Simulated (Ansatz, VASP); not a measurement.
Two plane-wave programs on Hf

```
CELL_PARAMETERS angstrom
3.20323 0.00000 0.00000
-1.60161 2.77408 0.00000
0.00000 0.00000 23.60940
ATOMIC_POSITIONS crystal
Hf 0.83333 0.16667 0.34330
Hf 0.16667 0.83333 0.44354
Hf 0.83333 0.16667 0.55646
Hf 0.16667 0.83333 0.65670
```

Alike in both runs: functional PBE; k mesh 12 × 12 × 1; occupations fermi-dirac, width 0.1 eV; no spin polarisation.

Ansatz relaxed the structure, and its values are those at the end. VASP's run is a single point on that final structure, the one shown.

```csv
,VASP,Ansatz
version,VASP 6.6.1,Ansatz 0.2.0
potentials or method,"VASP PAW PBE potentials, release 64 (Hf_pv)","PAW with Ansatz's default frozen-core files, scalar-relativistic"
plane-wave cutoff (eV),520,420
valence electrons in the cell,40,104
```

```csv
,VASP,Ansatz,Ansatz less VASP
rms of the force components (eV/Å),0.023,0.001,-0.0227
```

The functional is the same, so the differences come from potentials, cutoffs and numerics. VASP's potentials hold 40 valence electrons a cell and Ansatz's 104, so a difference there can come from the potentials and not from the codes. Ansatz's warnings: stress scf threshold loose.

Neither program's run includes spin-orbit coupling.
